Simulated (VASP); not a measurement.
## C: single point with PBE

Crystal: C.

```xyz
12
Lattice="2.4912 0.0000 0.0000 -1.2456 2.1574 0.0000 0.0000 0.0000 26.1611" Properties=species:S:1:pos:R:3 pbc="T T T"
C     0.0000    0.0000   24.0027
C     0.0000    1.4383   24.0027
C     0.0000    0.0000   19.5992
C     0.0000    1.4383   19.5991
C     1.2456    0.7191    6.5620
C     0.0000    0.0000    6.5619
C     1.2456    0.7191    2.1584
C     0.0000    0.0000    2.1584
C     0.0000    1.4383   15.2824
C     1.2456    0.7191   15.2823
C     0.0000    1.4383   10.8788
C     1.2456    0.7191   10.8788
```

This cell differs from its parent crystal: biaxial strain in the a-b plane: +1.0 %, then relaxed in part.

```json
{
 "Program": "VASP 6.6.1",
 "Task": "single point",
 "Functional": "PBE",
 "Potentials or basis": "VASP PAW PBE potentials, release 64 (C)",
 "Cutoff": "520 eV",
 "k mesh": "18 × 18 × 2",
 "Occupations": "gaussian, width 0.01 eV",
 "Spin": "no spin polarisation",
 "Dipole correction": "no",
 "Further INCAR settings": "ALGO = Normal; EDIFF = 1e-06; NBANDS = 36"
}
```

* Pressure: -5.7 GPa

Stress tensor (GPa, compression positive):
```
-8.55  0.00  0.00
 0.00 -8.55  0.00
 0.00  0.00 -0.05
```

Run time: 6.7 min on 1 thread of Intel Xeon 8259CL, with other jobs on the host, peak memory 0.41 GiB.

Caveat: the cell differs from its parent crystal (biaxial strain in the a-b plane: +1.0 %, then relaxed in part); the stress differs along the axes, from -9 to -0 GPa; this functional lacks dispersion, which binds layers or chains, so the pressure and a relaxed spacing across them are unreliable.
